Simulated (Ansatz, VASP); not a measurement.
**ZnSe2 in VASP and in Ansatz**

```
Zn Se
1.0
     6.49482    0.00000    0.00000
     0.00000    6.49482    0.00000
     0.00000    0.00000    5.75701
Zn Se
4 8
Direct
  0.50000 0.50000 0.00000
  0.50000 0.00000 0.50000
  0.00000 0.50000 0.50000
  0.00000 0.00000 0.00000
  0.10996 0.89004 0.39004
  0.89004 0.39004 0.10996
  0.39004 0.10996 0.89004
  0.60996 0.60996 0.60996
  0.89004 0.10996 0.60996
  0.10996 0.60996 0.89004
  0.60996 0.89004 0.10996
  0.39004 0.39004 0.39004
```

Alike in both runs: task single point; functional PBEsol; k mesh 6 × 6 × 6; occupations gaussian, width 0.05 eV; no spin polarisation.

|  | VASP | Ansatz |
| --- | --- | --- |
| version | VASP 6.6.1 | Ansatz 0.2.0 |
| potentials or method | VASP PAW PBE potentials, release 64 (Zn, Se), cutoff 520 eV | scalar-relativistic, plane waves, PAW |
| valence electrons in the cell | 96 | 176 |

Ansatz gave:

* gap on the k mesh at the Fermi level (eV): 0.83
* least direct gap on the mesh (eV): 0.95
* pressure (GPa): 1.2
* traceless stress, the component that is largest in VASP (GPa): 3.99
* rms of the force components (eV/Å): 0.075

Question: Which values does VASP return?

Answer: gap on the k mesh at the Fermi level (eV): 0.84; least direct gap on the mesh (eV): 0.96; pressure (GPa): 1.5; traceless stress, the component that is largest in VASP (GPa): 4.07; rms of the force components (eV/Å): 0.062.

VASP's potentials were made for PBE, not for PBEsol, and Ansatz warns of the same on its side. Atom by atom the forces differ by 0.015 eV/Å (rms over components). VASP's potentials hold 96 valence electrons a cell and Ansatz's 176, so a difference there can come from the potentials and not from the codes.
